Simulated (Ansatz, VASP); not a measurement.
# One calculation of Bi, two programs

INCAR

```
SYSTEM = Bi
PREC = Accurate ; ENCUT = 520
EDIFF = 1E-6 ; ISMEAR = -1
SIGMA = 0.1 ; LREAL = .False.
LASPH = .True. ; NELM = 80
ALGO = Normal ; ISIF = 2
LWAVE = .False. ; LCHARG = .False.
GGA = PE ; NBANDS = 38
```

KPOINTS

```
regular mesh
0
Gamma
  9 7 9
  0 0 0
```

POSCAR

```
Bi
1.0
   -4.1523660000      0.0000000000      0.0000000000
    0.0000000000     -5.0903660000      0.0000000000
    2.0761830000      0.0000000000      6.2685850000
Bi
4
Direct
    0.0980000000      0.9100000000      0.1960000000
    0.5980000000      0.5900000000      0.1960000000
    0.9020000000      0.0900000000      0.8040000000
    0.4020000000      0.4100000000      0.8040000000
```

Input for Ansatz:

```yaml
crystal:
  lattice:
    - [-4.152366, 0.0, 0.0]
    - [0.0, -5.090366, 0.0]
    - [2.076183, 0.0, 6.268585]
  atoms:
    - { symbol: Bi, position: [0.098, 0.91, 0.196] }
    - { symbol: Bi, position: [0.598, 0.59, 0.196] }
    - { symbol: Bi, position: [0.902, 0.09, 0.804] }
    - { symbol: Bi, position: [0.402, 0.41, 0.804] }
  symmetry: { tolerance: 0.0003 }
kpoints:
  mp_grid: { grid: [9, 7, 9], shift: [0, 0, 0] }
  band_path:
    path:
      - [0.0, 0.0, 0.0]
      - [0.0, 0.0, 0.5]
      - [0.44515182, 0.0, 0.27742409]
      - [0.55484818, 0.0, -0.27742409]
      - [0.0, 0.0, 0.0]
      - [0.0, -0.5, 0.0]
      - [0.55484818, -0.5, -0.27742409]
      - [0.44515182, -0.5, 0.27742409]
      - [0.0, -0.5, 0.5]
      - [0.0, 0.0, 0.5]
      - [0.0, 0.0, 0.0]
    npoints: 6
magnetization:
  spin_polarized: false
scf:
  occupations: { method: fermi_dirac }
  lower_state_search: "off"
  max_iter: 200
hamiltonian:
  pseudopotentials: { kind: paw }
  xc: pbe
basis:
  ecutwfc: 420
  fft_grid_basis: typed
output:
  forces: true
  stress: true
  eigenvalues: true
  bader: true
  populations: true
  elf: true
  write_potential: true
  volumetric_format: npy
  dos:
    e_range: [-12, 8]
    de: 0.05
    projected: { site_lists: { Bi: [Bi] } }
checkpoint:
  read: saved_state
```

Alike in both runs: task single point; functional PBE; k mesh 9 × 7 × 9; no spin polarisation.

```csv
,VASP,Ansatz
version,VASP 6.6.1,Ansatz 0.2.0
potentials or method,"VASP PAW PBE potentials, release 64 (Bi_d), cutoff 520 eV",PAW plane waves
occupations,"fermi-dirac, width 0.1 eV",fermi-dirac
valence electrons in the cell,60,60
```

VASP gave:

* pressure (GPa): 27.1
* traceless stress, the component that is largest in VASP (GPa): 4.10
* rms of the force components (eV/Å): 3.344

Task: What did Ansatz give for the same quantities?

Result: Pressure (GPa): 27.1; traceless stress, the component that is largest in VASP (GPa): 4.08; rms of the force components (eV/Å): 3.336.

Atom by atom the forces differ by 0.009 eV/Å (rms over components).

Neither program's run includes spin-orbit coupling.
